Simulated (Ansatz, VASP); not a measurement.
**CsCl: VASP beside Ansatz**

```
Cs Cl
1.0
     4.14068    0.00000    0.00000
     0.00000    4.14068    0.00000
     0.00000    0.00000    4.14068
Cs Cl
1 1
Direct
  0.00000 0.00000 0.00000
  0.50000 0.50000 0.50000
```

Alike in both runs: task single point; functional HSE06; k mesh 4 × 4 × 4; occupations fermi-dirac, width 0.05 eV; no spin polarisation.

|  | VASP | Ansatz |
| --- | --- | --- |
| version | VASP 6.6.1 | Ansatz 0.2.0 |
| potentials or method | VASP PAW PBE potentials, release 64 (Cs_sv, Cl) | plane waves |
| plane-wave cutoff (eV) | 400 | 420 |
| valence electrons in the cell | 16 | 16 |

```tsv
	VASP	Ansatz	Ansatz less VASP
gap on the k mesh at the Fermi level (eV)	6.51	6.53	+0.012
pressure (GPa)	0.4	0.4	+0.03
```

Ansatz's warnings: stress exchange threshold loose, stress scf threshold loose.

Neither program's run includes spin-orbit coupling.
